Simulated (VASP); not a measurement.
# GaP (I-4m2) in VASP: single point with r2SCAN

Aim: the single point of GaP with r2SCAN.

Everything below comes from runs of VASP 6.6.1. Logs are shortened: lines on timing, memory, paths and dates and some standing lists are left out, and cuts for length are marked.

## Step 1: The cell of the first run

The structure is tetragonal, space group I-4m2 (No. 119). The conventional cell has a = 3.893 Å, b = 3.893 Å, c = 5.405 Å, α = 90.00°, β = 90.00°, γ = 90.00°. Within 3.1 Å of Ga (site symmetry -4m2) lie 4 P at 2.37 Å. Within 3.1 Å of P (site symmetry -4m2) lie 4 Ga at 2.37 Å.

## Step 2: Single point, r2SCAN, non-collinear spin, zero start, spin-orbit coupling (epitaxial xy strain +1.0%)

The input, POSCAR:

```
GaP
1.0
    0.0000000000      2.7526532803      2.7026489945
    2.7526532803      0.0000000000      2.7026489945
    2.7526532803      2.7526532803      0.0000000000
Ga P
1 1
Direct
    0.0000000000      0.0000000000      0.0000000000
    0.2500000000      0.2500000000      0.2500000000
```

The input, INCAR.step1:

```
PREC = Accurate
ENCUT = 520
ISMEAR = 0
SIGMA = 0.01
LREAL = F
LASPH = T
NELM = 150
LNONCOLLINEAR = T
MAGMOM = 0 0 0 0 0 0
LSORBIT = T
GGA_COMPAT = F
NBANDS = 30
GGA = PE
ALGO = Normal
EDIFF = 1E-4
LWAVE = T
LCHARG = F
```

The input, INCAR.step2:

```
PREC = Accurate
ENCUT = 520
EDIFF = 1E-6
ISMEAR = 0
SIGMA = 0.01
LREAL = F
LASPH = T
NELM = 150
ALGO = Normal
ISIF = 2
LWAVE = F
LCHARG = F
LNONCOLLINEAR = T
MAGMOM = 0 0 0 0 0 0
LORBIT = 11
LSORBIT = T
GGA_COMPAT = F
LORBMOM = T
METAGGA = R2SCAN
LMIXTAU = T
NBANDS = 30
ISTART = 1
```

The input, KPOINTS:

```
Automatic mesh
0
Gamma
  8 8 8
```

Potentials or basis: VASP PAW PBE potentials, release 64 (Ga_d, P).

Command:

```console
> cat potpaw_PBE.64/Ga_d/POTCAR potpaw_PBE.64/P/POTCAR > POTCAR
> cp INCAR.step1 INCAR
> mpirun -np 1 vasp_ncl > vasp.out
> cp INCAR.step2 INCAR
> mpirun -np 1 vasp_ncl > vasp.out
```

OUTCAR:

```text
PREC = Accurate
   ENCUT = 520
   EDIFF = 1E-6
   ISMEAR = 0
   LREAL = F
   LASPH = T
   NELM = 150
   ISIF = 2
   LNONCOLLINEAR = T
   LORBIT = 11
   LSORBIT = T
   METAGGA = R2SCAN
   ISTART = 1

 ion  position               nearest neighbor table
   1  0.000  0.000  0.000-   2 2.37   2 2.37   2 2.37   2 2.37
   2  0.250  0.250  0.250-   1 2.37   1 2.37   1 2.37   1 2.37

  LATTYP: Found a body centered tetragonal cell.
 ALAT       =     3.8928396015
 C/A-ratio  =     1.3885231713

  Lattice vectors:

 A1 = (   0.0000000000,  -2.7526532803,  -2.7026489945)
 A2 = (   0.0000000000,   2.7526532803,  -2.7026489945)
 A3 = (   2.7526532803,   0.0000000000,   2.7026489945)

Analysis of symmetry for initial positions (statically):
=====================================================================
 Subroutine PRICEL returns:
 Original cell was already a primitive cell.

 Routine SETGRP: Setting up the symmetry group for a
 body centered tetragonal supercell.

 Subroutine GETGRP returns: Found  8 space group operations
 (whereof  8 operations were pure point group operations)
 out of a pool of 16 trial point group operations.

The static configuration has the point symmetry D_2d.

Analysis of symmetry for dynamics (positions and initial velocities):
=====================================================================
 Subroutine PRICEL returns:
 Original cell was already a primitive cell.

 Routine SETGRP: Setting up the symmetry group for a
 body centered tetragonal supercell.

 Subroutine GETGRP returns: Found  8 space group operations
 (whereof  8 operations were pure point group operations)
 out of a pool of 16 trial point group operations.

The dynamic configuration has the point symmetry D_2d.

Analysis of structural, dynamic, and magnetic symmetry:
=====================================================================
 Subroutine PRICEL returns:
 Original cell was already a primitive cell.

 Routine SETGRP: Setting up the symmetry group for a
 body centered tetragonal supercell.

 Subroutine GETGRP returns: Found  8 space group operations
 (whereof  8 operations were pure point group operations)
 out of a pool of 16 trial point group operations.

The overall configuration has the point symmetry D_2d.

 Subroutine INISYM returns: Found  8 space group operations
 (whereof  8 operations are pure point group operations),
 and found     1 'primitive' translations

----------------------------------------------------------------------------------------

                                     Primitive cell

  volume of cell :      40.9565

  direct lattice vectors                    reciprocal lattice vectors
     0.000000000  2.752653280  2.702648995    -0.181642927  0.181642927  0.185003676
     2.752653280  0.000000000  2.702648995     0.181642927 -0.181642927  0.185003676
     2.752653280  2.752653280  0.000000000     0.181642927  0.181642927 -0.185003676

  length of vectors
     3.857643279  3.857643279  3.892839602     0.316567002  0.316567002  0.316567002

  position of ions in fractional coordinates (direct lattice)
     0.000000000  0.000000000  0.000000000
     0.250000000  0.250000000  0.250000000

  ion indices of the primitive-cell ions
   primitive index   ion index
                 1           1
                 2           2

----------------------------------------------------------------------------------------

 KPOINTS: Automatic mesh

Automatic generation of k-mesh.
 Grid dimensions read from file:
 generate k-points for:    8    8    8

 Generating k-lattice:

  Cartesian coordinates                     Fractional coordinates (reciprocal lattice)
    -0.022705366  0.022705366  0.023125460     0.125000000  0.000000000  0.000000000
     0.022705366 -0.022705366  0.023125460     0.000000000  0.125000000  0.000000000
     0.022705366  0.022705366 -0.023125460     0.000000000  0.000000000  0.125000000

  Length of vectors
     0.039570875  0.039570875  0.039570875

  Shift w.r.t. Gamma in fractional coordinates (k-lattice)
[... 87 lines left out ...]
 NGX is ok and might be reduce to    30
   NGX = 15   NGY = 15   NGZ = 15

 number of electron      17.9999995 magnetization      -0.0000000      0.0000000     -0.0000000

 number of electron      17.9999995 magnetization       0.0000000     -0.0000000      0.0000000

 Free energy of the ion-electron system (eV)
  ---------------------------------------------------
  ext. energy  EPLUGINS =         0.00000000
  ---------------------------------------------------
  free energy    TOTEN  =       -21.46501926 eV

  energy without entropy =      -21.46501926  energy(sigma->0) =      -21.46501926

 E-fermi :   4.5460     XC(G=0): -10.4921

 val. band max:        4.4221035204   @ k =   0.0000   0.0000   0.0000
 cond. band min:       6.1467107901   @ k =   0.3750   0.3750   0.0000
 fundamental gap:      1.7246072697
 Fermi energy:         4.5460042440

 k-point     1 :       0.0000    0.0000    0.0000
  band No.  band energies     occupation
      1     -10.8658      1.00000
      2     -10.8658      1.00000
      3     -10.8622      1.00000
      4     -10.8622      1.00000
      5     -10.4454      1.00000
      6     -10.4454      1.00000
[... 781 lines left out ...]
     29      16.7519      0.00000
     30      16.7564      0.00000

 [... further k-points ...]
[... 5 lines left out ...]
  --------------------------------------------------------------------------------------
  -------------------------------------------------------------------------------------
  Total       -0.4037051     -0.4037051     -0.0408883      0.0000000      0.0000000      0.0000000
  in kB      -15.7925462    -15.7925462     -1.5995091      0.0000000      0.0000000      0.0000000
  external PRESSURE =     -11.0615338 kB  Pullay stress =       0.0000000 kB

 VOLUME and BASIS-vectors are now :
 -----------------------------------------------------------------------------
  energy-cutoff  :      520.00
  volume of cell :       40.96
      direct lattice vectors                 reciprocal lattice vectors
     0.000000000  2.752653280  2.702648995    -0.181642927  0.181642927  0.185003676
     2.752653280  0.000000000  2.702648995     0.181642927 -0.181642927  0.185003676
     2.752653280  2.752653280  0.000000000     0.181642927  0.181642927 -0.185003676

 POSITION                                       TOTAL-FORCE (eV/Angst)
 -----------------------------------------------------------------------------------
      0.00000      0.00000      0.00000        -0.000000     -0.000000     -0.000000
      1.37633      1.37633      1.35132         0.000000      0.000000      0.000000
 -----------------------------------------------------------------------------------
    total drift:                               -0.000002     -0.000002     -0.000002

  FREE ENERGIE OF THE ION-ELECTRON SYSTEM (eV)
  ---------------------------------------------------
  free  energy   TOTEN  =       -21.4650192608 eV

  energy  without entropy=      -21.4650192608  energy(sigma->0) =      -21.46501926

 orbital moment (x)

 # of ion     p       d       tot
 ----------------------------------------
  1         0.000   0.000   0.000
  2        -0.000   0.000  -0.000
 ----------------------------------------
            0.000   0.000   0.000

 orbital moment (y)

 # of ion     p       d       tot
 ----------------------------------------
  1         0.000  -0.000   0.000
  2         0.000   0.000   0.000
 ----------------------------------------
            0.000  -0.000   0.000

 orbital moment (z)

 # of ion     p       d       tot
 ----------------------------------------
  1         0.000   0.000   0.000
  2         0.000   0.000   0.000
 ----------------------------------------
            0.000   0.000   0.000

 Spin-Orbit-Coupling matrix elements

 Ion:    1  E_soc:     -0.0111568
 l=   1
     0.0000000    -0.0010353    -0.0010365
    -0.0010353     0.0000000    -0.0010353
    -0.0010365    -0.0010353     0.0000000
 l=   2
     0.0000000    -0.0001679     0.0000000    -0.0001679    -0.0006558
    -0.0001679     0.0000000    -0.0004919    -0.0001677    -0.0001640
     0.0000000    -0.0004919     0.0000000    -0.0004919     0.0000000
    -0.0001679    -0.0001677    -0.0004919     0.0000000    -0.0001640
    -0.0006558    -0.0001640     0.0000000    -0.0001640     0.0000000
 l=   3
     0.0000000     0.0000000     0.0000000     0.0000000     0.0000000     0.0000000     0.0000000
     0.0000000     0.0000000     0.0000000     0.0000000     0.0000000     0.0000000     0.0000000
     0.0000000     0.0000000     0.0000000     0.0000000     0.0000000     0.0000000     0.0000000
     0.0000000     0.0000000     0.0000000     0.0000000     0.0000000     0.0000000     0.0000000
     0.0000000     0.0000000     0.0000000     0.0000000     0.0000000     0.0000000     0.0000000
     0.0000000     0.0000000     0.0000000     0.0000000     0.0000000     0.0000000     0.0000000
     0.0000000     0.0000000     0.0000000     0.0000000     0.0000000     0.0000000     0.0000000

 Ion:    2  E_soc:     -0.0008348
 l=   1
     0.0000000    -0.0001396    -0.0001382
    -0.0001396     0.0000000    -0.0001396
    -0.0001382    -0.0001396     0.0000000
 l=   2
     0.0000000     0.0000000     0.0000000     0.0000000     0.0000000
     0.0000000     0.0000000     0.0000000     0.0000000     0.0000000
     0.0000000     0.0000000     0.0000000     0.0000000     0.0000000
     0.0000000     0.0000000     0.0000000     0.0000000     0.0000000
     0.0000000     0.0000000     0.0000000     0.0000000     0.0000000
 l=   3
     0.0000000     0.0000000     0.0000000     0.0000000     0.0000000     0.0000000     0.0000000
     0.0000000     0.0000000     0.0000000     0.0000000     0.0000000     0.0000000     0.0000000
     0.0000000     0.0000000     0.0000000     0.0000000     0.0000000     0.0000000     0.0000000
     0.0000000     0.0000000     0.0000000     0.0000000     0.0000000     0.0000000     0.0000000
     0.0000000     0.0000000     0.0000000     0.0000000     0.0000000     0.0000000     0.0000000
     0.0000000     0.0000000     0.0000000     0.0000000     0.0000000     0.0000000     0.0000000
     0.0000000     0.0000000     0.0000000     0.0000000     0.0000000     0.0000000     0.0000000

 total charge

# of ion       s       p       d       tot
------------------------------------------
    1        0.830   0.834  10.015  11.679
    2        1.009   1.534   0.000   2.543
--------------------------------------------------
tot          1.839   2.368  10.015  14.222

 magnetization (x)

# of ion       s       p       d       tot
------------------------------------------
    1        0.000   0.000   0.000   0.000
    2        0.000  -0.000   0.000   0.000
--------------------------------------------------
tot          0.000  -0.000   0.000   0.000

 magnetization (y)

# of ion       s       p       d       tot
------------------------------------------
    1       -0.000   0.000   0.000  -0.000
    2       -0.000   0.000   0.000  -0.000
--------------------------------------------------
tot         -0.000   0.000   0.000  -0.000

 magnetization (z)

# of ion       s       p       d       tot
------------------------------------------
    1       -0.000   0.000   0.000   0.000
    2        0.000   0.000   0.000   0.000
--------------------------------------------------
tot          0.000   0.000   0.000   0.000
```

Run time: 20 min. Hardware: 1 thread of Intel Xeon Platinum 8259CL at 2.50GHz (Skylake/Cascade Lake), shared host; peak memory 0.42 GiB.

What came out:

```yaml
Free_energy: -21.4650 eV
Pressure: -1.1 GPa
Net_moment: 0.00 μB per cell
Valence_electrons_inside_the_program's_atomic_spheres: Ga 11.68; P 2.54
```

Stress tensor (GPa, compression positive):
```
-1.58  0.00  0.00
 0.00 -1.58  0.00
 0.00  0.00 -0.16
```

Moments on the atoms (μB; x, y, z):
```
Ga  0.00 0.00 0.00
P   0.00 0.00 0.00
```

Caveat: the cell differs from its parent crystal (epitaxial xy strain +1.0%); the PAW data sets were made with another functional, which shifts forces and pressure a little.
